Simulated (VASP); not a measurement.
A run of VASP 6.6.1 is set up as follows.

File INCAR:

```
PREC = Accurate
ENCUT = 1000
EDIFF = 1E-6
ISMEAR = 0
SIGMA = 0.02
LREAL = False
LASPH = True
NELM = 120
ALGO = Normal
ISIF = 2
LWAVE = False
LCHARG = False
GGA = PE
NBANDS = 67
GGA_COMPAT = False
```

The input KPOINTS:

```
regular mesh
0
Gamma
  3 3 3
```

Contents of POSCAR:

```
Sn4O9
1.0
   -4.8265176369      0.0000000000      3.2381666580
    4.8265176369      0.0000000000      3.2381666580
    0.0000000000      4.8283676022     -3.2381666580
Sn O
4 9
Direct
    0.2597363584      0.7605769606      0.5068783493
    0.7400939042      0.2473560383      0.5006068715
    0.0000099634     -0.0109948654     -0.0112149705
    0.4999004530      0.5020158498      0.0016947757
   -0.1491839926      0.2534920456      0.1956829052
    0.4999784179      0.8067308451      0.3065207793
    0.9481173485      0.7524425222      0.1956524602
    0.4330086892      0.2380598522      0.1767916344
    0.5669848155      0.7443356643      0.8049848976
    0.0517143069      0.2478743691      0.8041958111
    0.9999456192      0.6838303339      0.6835732637
    0.4998389926      0.1956600564      0.6953631696
    0.1495025279      0.3449432309      0.4025517856
```

Potentials or basis: VASP PAW PBE potentials, release 64 (Sn_d, O_h).

Command:

```sh
$ cat potpaw_PBE.64/Sn_d/POTCAR potpaw_PBE.64/O_h/POTCAR > POTCAR
$ mpirun -np 1 vasp_std > vasp.out
```

Q: What does it give for the largest force?

A: 0.419 eV/Å.

Q: Estimate the pressure.

A: 8.7 GPa.

Q: What does it give for the band gap on the k mesh?

A: 0.63 eV.

Forces in eV/Å, atoms in the order of the input:
```
Sn   0.065  0.064  0.070
Sn   0.065  0.065 -0.071
Sn   0.000 -0.001  0.000
Sn   0.045  0.046  0.000
O   -0.128  0.040 -0.397
O    0.007  0.008  0.000
O   -0.045  0.058 -0.022
O   -0.061 -0.094  0.012
O   -0.095 -0.060 -0.012
O    0.057 -0.045  0.023
O   -0.009 -0.010  0.000
O    0.055  0.056  0.000
O    0.044 -0.127  0.397
```

Caveat: the k points lie up to 0.45 Å⁻¹ apart; spin-orbit coupling is left out, which moves the levels of the heavy elements.
